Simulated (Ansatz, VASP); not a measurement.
## One calculation of TaAl2N3, two programs

```
Ta Al N
1.0
     5.00198    0.00000    0.00000
    -2.50099    4.33184    0.00000
     0.00000    0.00000    2.74248
Ta Al N
1 2 3
Direct
  0.00000 0.00000 0.00000
  0.33333 0.66667 0.50000
  0.66667 0.33333 0.50000
  0.50000 0.00000 0.00000
  0.50000 0.50000 0.00000
  0.00000 0.50000 0.00000
```

Alike in both runs: functional PBE; k mesh 6 × 6 × 6; occupations gaussian, width 0.1 eV; no spin polarisation.

Ansatz relaxed the structure, and its values are those at the end. VASP's run is a single point on that final structure, the one shown.

```csv
,VASP,Ansatz
version,VASP 6.6.1,Ansatz 0.2.0
potentials or method,"VASP PAW PBE potentials, release 64 (Ta_pv, Al, N), cutoff 520 eV","scalar-relativistic, plane waves, PAW"
valence electrons in the cell,32,34
```

```csv
,VASP,Ansatz,Ansatz less VASP
gap on the k mesh at the Fermi level (eV),none,none,-
pressure (GPa),-0.1,0.0,+0.10
```

A gap of «none» marks a metal or a gap that the smearing closes. VASP's potentials hold 32 valence electrons a cell and Ansatz's 34, so a difference there can come from the potentials and not from the codes.

The k mesh is coarse, so the values compare programs but aren't converged. Neither program's run includes spin-orbit coupling.
